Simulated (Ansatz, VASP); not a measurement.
# Al3InAs4 in VASP and in Ansatz

```
Al In As
1.0
     5.83730    0.00000    0.00000
     0.00000    5.83730    0.00000
    -2.91865   -2.91865    5.82845
Al In As
3 1 4
Direct
  0.25000 0.75000 0.50000
  0.50000 0.50000 0.00000
  0.75000 0.25000 0.50000
  0.00000 0.00000 0.00000
  0.39400 0.86706 0.26106
  0.60600 0.60600 0.73894
  0.86706 0.39400 0.26106
  0.13294 0.13294 0.73894
```

Alike in both runs: task single point; functional PBE; k mesh 4 × 4 × 4; occupations gaussian, width 0.1 eV; no spin polarisation.

|  | VASP | Ansatz |
| --- | --- | --- |
| version | VASP 6.6.1 | Ansatz 0.2.0 |
| potentials or method | VASP PAW PBE potentials, release 64 (Al, In_d, As), cutoff 520 eV | scalar-relativistic, plane waves, PAW |
| valence electrons in the cell | 42 | 82 |

```tsv
	VASP	Ansatz	Ansatz less VASP
gap on the k mesh at the Fermi level (eV)	1.15	1.15	-0.004
least direct gap on the mesh (eV)	1.15	1.15	-0.004
pressure (GPa)	0.1	0.0	-0.12
```

VASP's potentials hold 42 valence electrons a cell and Ansatz's 82, so a difference there can come from the potentials and not from the codes.
